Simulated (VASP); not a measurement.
## RbCl: elastic constants with PBEsol

RbCl:

```
Rb Cl
1.0
     0.00000    3.10220    3.10220
     3.10220    0.00000    3.10220
     3.10220    3.10220    0.00000
Rb Cl
1 1
Direct
  0.00000 0.00000 0.00000
  0.50000 0.50000 0.50000
```

```json
{"Program": "VASP 6.6.1", "Task": "elastic constants", "Functional": "PBEsol", "Potentials or basis": "VASP PAW PBE potentials, release 64 (Rb_sv, Cl)", "Cutoff": "500 eV", "k mesh": "6 × 6 × 6", "Occupations": "gaussian, width 0.01 eV", "Spin": "no spin polarisation", "Dipole correction": "no", "Ions in elastic constants": "relaxed", "Further INCAR settings": "ALGO = Normal; EDIFF = 1e-08; IBRION = 6; POTIM = 0.015; NSW = 1; ISIF = 3"}
```

```
Elastic constants C11, C12, C44                         : 83, 6, 2 GPa
Voigt bulk modulus                                      : 32 GPa
Highest phonon frequency at Γ, LO-TO splitting left out : 163 cm⁻¹
```

Phonon frequencies in cm⁻¹ (negative: imaginary):
| q point | frequencies |
| --- | --- |
| (0.000, 0.000, 0.000) | 0 0 0 163 163 163 |

Elastic tensor in Voigt notation (GPa, in the Cartesian axes of the cell as first typed):
```
83  6  6  0  0  0
 6 83  6  0  0  0
 6  6 83  0  0  0
 0  0  0  2  0  0
 0  0  0  0  2  0
 0  0  0  0  0  2
```

Clamped-ion elastic tensor (GPa):
```
83  6  6  0  0  0
 6 83  6  0  0  0
 6  6 83  0  0  0
 0  0  0  2  0  0
 0  0  0  0  2  0
 0  0  0  0  0  2
```

Wall time 5.7 min on 1 thread of Intel Xeon 8259CL (shared host), peak memory 0.24 GiB.

Caveat: the cell is under stress, which shifts elastic constants; the PAW data sets were made with another functional, which shifts forces and pressure a little.
